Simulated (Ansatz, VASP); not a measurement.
# FeCuSO: VASP beside Ansatz

```
Cu S Fe O
1.0
     3.87605    0.00000    0.00000
     0.00000    3.87605    0.00000
     0.00000    0.00000    8.76749
Cu S Fe O
2 2 2 2
Direct
  0.75000 0.25000 0.50000
  0.25000 0.75000 0.50000
  0.25000 0.25000 0.34420
  0.75000 0.75000 0.65580
  0.25000 0.75000 0.00000
  0.75000 0.25000 0.00000
  0.25000 0.25000 0.92560
  0.75000 0.75000 0.07440
```

Alike in both runs: task single point; functional r2SCAN; k mesh 9 × 9 × 4; occupations fermi-dirac, width 0.0427 eV; no spin polarisation.

|  | VASP | Ansatz |
| --- | --- | --- |
| version | VASP 6.6.1 | Ansatz 0.2.0 |
| potentials or method | VASP PAW PBE potentials, release 64 (Cu, S, Fe, O), cutoff 520 eV | PAW plane waves |
| valence electrons in the cell | 62 | 94 |

|  | VASP | Ansatz | Ansatz less VASP |
| --- | --- | --- | --- |
| pressure (GPa) | -16.1 | -16.3 | -0.17 |
| traceless stress, the component that is largest in VASP (GPa) | 7.22 | 7.41 | +0.186 |
| rms of the force components (eV/Å) | 0.486 | 0.497 | +0.0104 |

VASP's potentials were made for PBE, not for r2SCAN. Atom by atom the forces differ by 0.011 eV/Å (rms over components). The functional is the same, so the differences come from potentials, cutoffs and numerics. VASP's potentials hold 62 valence electrons a cell and Ansatz's 94, so a difference there can come from the potentials and not from the codes.
